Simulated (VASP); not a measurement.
# Nb (P6_3/mmc) in VASP: further runs, part 2 of 2

VASP 6.6.1.

## (3) Relaxation of cell and atoms, PBE

This run uses another cell than the first one, of 17.97 Å³/atom, 0.958 times its volume.

INCAR reads:

```
SYSTEM = Nb
ALGO = Normal
EDIFF = 1E-7
EDIFFG = -0.03
ENCUT = 600
GGA = PE
IBRION = 2
ISIF = 3
ISMEAR = 0
LASPH = .True.
LCHARG = .False.
LREAL = .False.
LWAVE = .False.
NELM = 100
NSW = 80
PREC = Accurate
SIGMA = 0.05
```

KPOINTS reads:

```
k-points
0
Gamma
  8 8 4
  0 0 0
```

POSCAR reads:

```
Nb
1.0
    2.9397616552      0.0000000000      0.0000000000
   -1.4698808276      2.5459082745      0.0000000000
    0.0000000000      0.0000000000      4.8016107035
Nb
2
Direct
    0.3333333333      0.6666666667      0.7500000000
    0.6666666667      0.3333333333      0.2500000000
```

Potentials or basis: VASP PAW PBE potentials, release 64 (Nb_sv).

Command:

```console
cat potpaw_PBE.64/Nb_sv/POTCAR > POTCAR
mpirun -np 1 vasp_std > vasp.out
```

OUTCAR:

```text
SYSTEM = Nb
   EDIFF = 1E-7
   EDIFFG = -0.03
   ENCUT = 600
   GGA = PE
   IBRION = 2
   ISIF = 3
   ISMEAR = 0
   LASPH = .True.
   LREAL = .False.
   NELM = 100
   NSW = 80
   PREC = Accurate

 ion  position               nearest neighbor table
   1  0.333  0.667  0.750-   2 2.94   2 2.94   2 2.94   2 2.94   2 2.94   2 2.94
   2  0.667  0.333  0.250-   1 2.94   1 2.94   1 2.94   1 2.94   1 2.94   1 2.94

  LATTYP: Found a hexagonal cell.
 ALAT       =     2.9397616552
 C/A-ratio  =     1.6333333333

  Lattice vectors:

 A1 = (   2.9397616552,   0.0000000000,   0.0000000000)
 A2 = (  -1.4698808276,   2.5459082745,   0.0000000000)
 A3 = (   0.0000000000,   0.0000000000,   4.8016107035)

Analysis of symmetry for initial positions (statically):
=====================================================================
 Subroutine PRICEL returns:
 Original cell was already a primitive cell.

 Routine SETGRP: Setting up the symmetry group for a
 hexagonal supercell.

 Subroutine GETGRP returns: Found 24 space group operations
 (whereof 12 operations were pure point group operations)
 out of a pool of 24 trial point group operations.

The static configuration has the point symmetry D_3d.
 The point group associated with its full space group is D_6h.

Analysis of symmetry for dynamics (positions and initial velocities):
=====================================================================
 Subroutine PRICEL returns:
 Original cell was already a primitive cell.

 Routine SETGRP: Setting up the symmetry group for a
 hexagonal supercell.

 Subroutine GETGRP returns: Found 24 space group operations
 (whereof 12 operations were pure point group operations)
 out of a pool of 24 trial point group operations.

The dynamic configuration has the point symmetry D_3d.
 The point group associated with its full space group is D_6h.

[... 135 lines left out ...]
 NGX is ok and might be reduce to    24
   NGX = 11   NGY = 11   NGZ = 19

--------------------------------------- Ionic step        1  -------------------------------------------

 number of electron      26.0000001 magnetization

 Free energy of the ion-electron system (eV)
  ---------------------------------------------------
  ext. energy  EPLUGINS =         0.00000000
  ---------------------------------------------------
  free energy    TOTEN  =       -19.72871290 eV

  energy without entropy =      -19.72634686  energy(sigma->0) =      -19.72752988

------------------------ aborting loop because EDIFF is reached ----------------------------------------

  FORCE on cell =-STRESS in cart. coord.  units (eV):
  Direction    XX          YY          ZZ          XY          YZ          ZX
  --------------------------------------------------------------------------------------
  -------------------------------------------------------------------------------------
  Total        0.9021334      0.9021334      2.6744329      0.0000000      0.0000000      0.0000000
  in kB       40.2197651     40.2197651    119.2340963      0.0000000      0.0000000      0.0000000
  external PRESSURE =      66.5578755 kB  Pullay stress =       0.0000000 kB
[... 89 lines left out ...]
  FREE ENERGIE OF THE ION-ELECTRON SYSTEM (eV)
  ---------------------------------------------------
  free  energy   TOTEN  =       -19.7737657038 eV

  energy  without entropy=      -19.7714860800  energy(sigma->0) =      -19.77262589

[... ionic steps 4 to 10 ...]

--------------------------------------- Ionic step       11  -------------------------------------------

 number of electron      26.0000001 magnetization

------------------------ aborting loop because EDIFF is reached ----------------------------------------
[... 67 lines left out ...]
--------------------------------------- Ionic step       13  -------------------------------------------

 number of electron      26.0000001 magnetization

 Free energy of the ion-electron system (eV)
  ---------------------------------------------------
  ext. energy  EPLUGINS =         0.00000000
  ---------------------------------------------------
  free energy    TOTEN  =       -19.83060797 eV

  energy without entropy =      -19.82424348  energy(sigma->0) =      -19.82742572

 E-fermi :  10.8767     XC(G=0): -12.2837

 val. band max:       10.8739393432   @ k =   0.3750   0.1250   0.2500
 cond. band min:      10.9367364814   @ k =   0.3750   0.2500   0.2500
 fundamental gap:      0.0627971382
 Fermi energy:        10.8766808835

 k-point     1 :       0.0000    0.0000    0.0000
  band No.  band energies     occupation
      1     -43.7829      2.00000
      2     -43.6618      2.00000
      3     -20.2453      2.00000
      4     -19.3378      2.00000
      5     -19.1241      2.00000
      6     -19.1241      2.00000
[... 457 lines left out ...]
      4     -20.2338      2.00000
      5     -19.5573      2.00000
      6     -19.5573      2.00000
[... 9 lines left out ...]
     16      13.2437      0.00000
     17      15.0706      0.00000

 [... further k-points ...]
[... 5 lines left out ...]
  --------------------------------------------------------------------------------------
  -------------------------------------------------------------------------------------
  Total       -0.0534911     -0.0534911      0.0060945      0.0000000      0.0000000     -0.0000000
  in kB       -2.2870175     -2.2870175      0.2605696      0.0000000      0.0000000     -0.0000000
  external PRESSURE =      -1.4378218 kB  Pullay stress =       0.0000000 kB
[... 17 lines left out ...]
  FREE ENERGIE OF THE ION-ELECTRON SYSTEM (eV)
  ---------------------------------------------------
  free  energy   TOTEN  =       -19.8306079704 eV

  energy  without entropy=      -19.8242434782  energy(sigma->0) =      -19.82742572

 reached required accuracy - stopping structural energy minimisation
```

CONTCAR:

```text
Nb
   1.00000000000000
     2.8719419157015547   -0.0000000000000000    0.0000000000000000
    -1.4359709578507773    2.4871746572144695    0.0000000000000000
    -0.0000000000000000    0.0000000000000000    5.2461471506451351
  Nb
     2
Direct
     0.3333333332999970    0.6666666667000030    0.7500000000000000
     0.6666666667000030    0.3333333332999970    0.2500000000000000

  0.00000000E+00  0.00000000E+00  0.00000000E+00
  0.00000000E+00  0.00000000E+00  0.00000000E+00
```

Wall time 4.1 min (1 thread of Intel Xeon Platinum 8375C at 2.90GHz (Ice Lake), shared host); peak memory 0.17 GiB.

Results:

```
Free energy                            : -19.8306 eV
Relaxed volume                         : 18.74 Å³/atom
Relaxed cell                           : a = 2.872 Å, b = 2.872 Å, c = 5.246 Å, α = 90.00°, β = 90.00°, γ = 120.00°
Space group after relaxing (to 0.05 Å) : P6_3/mmc (No. 194)
Energy gained by relaxing              : 50.9 meV/atom
Ionic steps                            : 13
Pressure after relaxing                : -0.1 GPa
Band gap on the k mesh                 : zero (band 13 reaches 13.03 eV, above the bottom of band 14 at 10.38 eV)
```

Stress tensor (GPa, compression positive):
```
-0.23  0.00  0.00
 0.00 -0.23  0.00
 0.00  0.00  0.03
```

The path:
```
step  energy change (eV)  largest force (eV/Å)  pressure (GPa)  volume (Å³)
   1              0.0000                0.0000            6.66        35.94
   2              0.0183                0.0000           -9.75        39.94
   3             -0.0451                0.0000           -1.72        37.67
   4             -0.0810                0.0000           -0.72        37.51
   5             -0.0306                0.0000            3.90        36.77
   6             -0.0979                0.0000            0.32        37.33
   7             -0.1009                0.0000            0.77        37.25
   8             -0.0997                0.0000            1.34        37.16
   9             -0.1013                0.0000            0.94        37.22
  10             -0.1012                0.0000            1.00        37.21
  11             -0.0979                0.0000           -1.68        37.88
  12             -0.1018                0.0000            0.24        37.39
  13             -0.1019                0.0000           -0.14        37.47
```

Final structure:
```
Nb
1.0
     2.87194    0.00000    0.00000
    -1.43597    2.48717    0.00000
     0.00000    0.00000    5.24615
Nb
2
Direct
  0.33333 0.66667 0.75000
  0.66667 0.33333 0.25000
```

Levels at points of the mesh, in eV from the Fermi level:
| k point | band 11 | band 12 | band 13 | band 14 | band 15 | band 16 |
| --- | --- | --- | --- | --- | --- | --- |
| (0.00, 0.00, 0.00) | -0.86 | 0.43 | 0.43 | 0.53 | 0.86 | 0.86 |
| (0.50, 0.00, 0.00) | -3.11 | -0.41 | 0.36 | 0.48 | 0.84 | 4.51 |
| (0.00, 0.00, 0.50) | -1.13 | -1.13 | 0.49 | 0.49 | 0.49 | 0.49 |
| (0.50, 0.00, 0.50) | -2.25 | -2.25 | 2.15 | 2.15 | 2.30 | 2.30 |

## (4) Single point, PBE, non-collinear spin, zero start, spin-orbit coupling

This run uses another cell than the first one, of 18.66 Å³/atom, 0.995 times its volume.

INCAR reads:

```
  ALGO = Normal
  EDIFF = 1E-6
  ENCUT = 520
  GGA = PE
  GGA_COMPAT = False
  ISIF = 2
  ISMEAR = 0
  LASPH = True
  LCHARG = False
  LMAXMIX = 4
  LORBIT = 11
  LORBMOM = True
  LREAL = False
  LSORBIT = True
  LWAVE = False
  MAGMOM = 0 0 0 0 0 0
  NBANDS = 38
  NELM = 150
  PREC = Accurate
  SIGMA = 0.05
```

KPOINTS reads:

```
k-points
0
Gamma
  16 16 8
```

POSCAR reads:

```
Nb
1.0
    2.8668160135      0.0000000000      0.0000000000
   -1.4334080067      2.4827354957      0.0000000000
    0.0000000000      0.0000000000      5.2432507907
Nb
2
Direct
    0.3333333333      0.6666666667      0.7500000000
    0.6666666667      0.3333333333      0.2500000000
```

Command:

```console
cat potpaw_PBE.64/Nb_sv/POTCAR > POTCAR
mpirun -np 1 vasp_ncl > vasp.out
```

Run time: 9.1 min. Hardware: 1 thread of Intel Xeon Platinum 8375C at 2.90GHz (Ice Lake), shared host; peak memory 0.44 GiB.

It converged, with:

| Quantity | Value |
| --- | --- |
| Free energy | -20.0230 eV |
| Pressure | -0.4 GPa |
| Net moment | 0.00 μB per cell |
| Valence electrons inside the program's atomic spheres | Nb 10.69 |

Moments on the atoms (μB; x, y, z):
```
Nb  0.00 0.00 0.00
Nb  0.00 0.00 0.00
```

## (5) Summary

| task | spin | cell | k mesh | cutoff (eV) | gap on the mesh (eV) | pressure (GPa) |
| --- | --- | --- | --- | --- | --- | --- |
| single point | off | a = 2.869, b = 2.869, c = 5.263 Å, angles 90.0, 90.0, 120.0°, 2 atoms | 8 × 8 × 4 | 520 | none | -0.3 |
| relaxation of cell and atoms | off | relaxed from a = 2.940, b = 2.940, c = 4.802 Å, angles 90.0, 90.0, 120.0°, 2 atoms | 8 × 8 × 4 | 600 | none | -0.1 |
| single point | non-collinear, zero start, SOC | a = 2.867, b = 2.867, c = 5.243 Å, angles 90.0, 90.0, 120.0°, 2 atoms | 16 × 16 × 8 | 520 | - | -0.4 |

Alike in all rows: level PBE; potentials or basis VASP PAW PBE potentials, release 64 (Nb_sv); smearing gaussian 0.05 eV.

Absolute energies hang on the potentials; compare differences alone.
